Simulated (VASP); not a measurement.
Wanted: the native input for a VASP 6.6.1 run.

| Item | Value |
| --- | --- |
| Task | single point |
| Functional | PBE |
| Potentials or basis | VASP PAW PBE potentials, release 64 (K_sv, Cl) |
| Cutoff | 520 eV |
| k mesh | 8 × 8 × 8 |
| Occupations | gaussian, width 0.05 eV |
| Spin | no spin polarisation |
| Dipole correction | no |
| Further INCAR settings | ALGO = Normal; EDIFF = 1e-06; NBANDS = 15 |

The structure of KCl lies in POSCAR:

```
KCl
1.0
    0.0000000000      3.0574065631      3.3631472195
    3.0574065631      0.0000000000      3.3631472195
    3.0574065631      3.0574065631      0.0000000000
K Cl
1 1
Direct
    0.0000000000      0.0000000000      0.0000000000
    0.5000000000      0.5000000000      0.5000000000
```

This cell differs from its parent crystal: ratio of the length along z to the lengths across it x 1.1, volume and fractional coordinates fixed.

One way to write it, as run:

INCAR

```
SYSTEM = KCl
PREC = Accurate ; ENCUT = 520
EDIFF = 1E-6 ; ISMEAR = 0
SIGMA = 0.05 ; LREAL = .False.
LASPH = .True. ; NELM = 80
ALGO = Normal ; ISIF = 2
LWAVE = .False. ; LCHARG = .False.
GGA = PE ; NBANDS = 15
```

KPOINTS

```
Automatic mesh
0
Gamma
  8 8 8
  0 0 0
```

Potentials or basis: VASP PAW PBE potentials, release 64 (K_sv, Cl).

Run with:

```bash
$ cat potpaw_PBE.64/K_sv/POTCAR potpaw_PBE.64/Cl/POTCAR > POTCAR
$ mpirun -np 1 vasp_std > vasp.out
```

It gave:

| Item | Value |
| --- | --- |
| Pressure | 1.1 GPa |
| Band gap on the k mesh | 5.11 eV |

It took 66 s on 1 thread of Intel Xeon 8259CL, on a shared host, peak memory 0.22 GiB.
